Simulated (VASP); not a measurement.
Input of a VASP 6.6.1 run:

Contents of INCAR:

```
PREC = Accurate
ENCUT = 520
EDIFF = 1E-6
ISMEAR = 0
SIGMA = 0.01
LREAL = F
LASPH = T
NELM = 80
ALGO = Normal
ISIF = 2
LWAVE = F
LCHARG = F
GGA = PE
NBANDS = 11
```

Contents of KPOINTS:

```
Automatic mesh
0
Gamma
  6 6 6
```

POSCAR

```
MgO
1.0
    0.0342300849      2.2820056627      2.2820056627
    2.2820056627      0.0342300849      2.2820056627
    2.3162357476      2.3162357476      0.0000000000
Mg O
1 1
Direct
    0.0026811211      0.0026811211     -0.0026811211
    0.2473188789      0.2473188789      0.2526811211
```

Potentials or basis: VASP PAW PBE potentials, release 64 (Mg, O).

Command:

```sh
$ cat potpaw_PBE.64/Mg/POTCAR potpaw_PBE.64/O/POTCAR > POTCAR
$ mpirun -np 1 vasp_std > vasp.out
```

(1) What does it give for the band gap on the k mesh?

(2) Estimate the pressure.

(3) What does it give for the largest force?

Answers

(1) 3.55 eV, direct.

(2) 3.5 GPa.

(3) 0.015 eV/Å.

Caveat: the cell differs from its parent crystal (shear xy strain +3.0%).
